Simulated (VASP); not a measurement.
Set up this calculation in VASP 6.6.1, as the native input.

```
Task                   : relaxation of cell and atoms
Functional             : PBE
Potentials or basis    : VASP PAW PBE potentials, release 64 (In_d, Sb)
Cutoff                 : 600 eV
k mesh                 : 13 × 13 × 13
Occupations            : fermi-dirac, width 0.1 eV
Spin                   : no spin polarisation
Target pressure        : 73 GPa
Dipole correction      : no
Further INCAR settings : ALGO = Normal; EDIFF = 1e-06; IBRION = 2; EDIFFG = -0.005; NSW = 32; ISIF = 3
```

The structure of InSb (CsCl type) lies in POSCAR:

```
InSb
1.0
    3.2374595647      0.0000000000      0.0000000000
    0.0000000000      3.2374595647      0.0000000000
    0.0000000000      0.0000000000      3.2374595647
In Sb
1 1
Direct
    0.0000000000      0.0000000000      0.0000000000
    0.5000000000      0.5000000000      0.5000000000
```

One way to write it, as run:

INCAR

```
SYSTEM = InSb
  PREC = Accurate
  ENCUT = 600
  EDIFF = 1E-6
  ISMEAR = -1
  SIGMA = 0.1
  LREAL = .False.
  LASPH = .True.
  NELM = 80
  ALGO = Normal
  ISIF = 3
  LWAVE = .False.
  LCHARG = .False.
  GGA = PE
  IBRION = 2
  NSW = 32
  EDIFFG = -0.005
  PSTRESS = 730.0
```

KPOINTS

```
regular mesh
0
Gamma
  13 13 13
  0 0 0
```

Potentials or basis: VASP PAW PBE potentials, release 64 (In_d, Sb).

Command:

```bash
$ cat potpaw_PBE.64/In_d/POTCAR potpaw_PBE.64/Sb/POTCAR > POTCAR
$ mpirun -np 1 vasp_std > vasp.out
```

It gave:

The relaxed volume is 16.98 Å³/atom. The relaxed cell is a = 3.238 Å, b = 3.238 Å, c = 3.238 Å, α = 90.00°, β = 90.00°, γ = 90.00°. The space group after relaxing (to 0.05 Å) is Pm-3m (No. 221). The energy change on relaxing (the enthalpy is what falls) is -7.5 meV/atom. The ionic steps are 3. The pressure after relaxing is 73.0 GPa.

Caveat: the cell is relaxed towards a set pressure, so the enthalpy falls and the energy may rise.

Wall time 35 s on 1 thread of Intel(R) Xeon(R) 6975P-C (Granite Rapids), with other jobs on the host, peak memory 0.19 GiB.
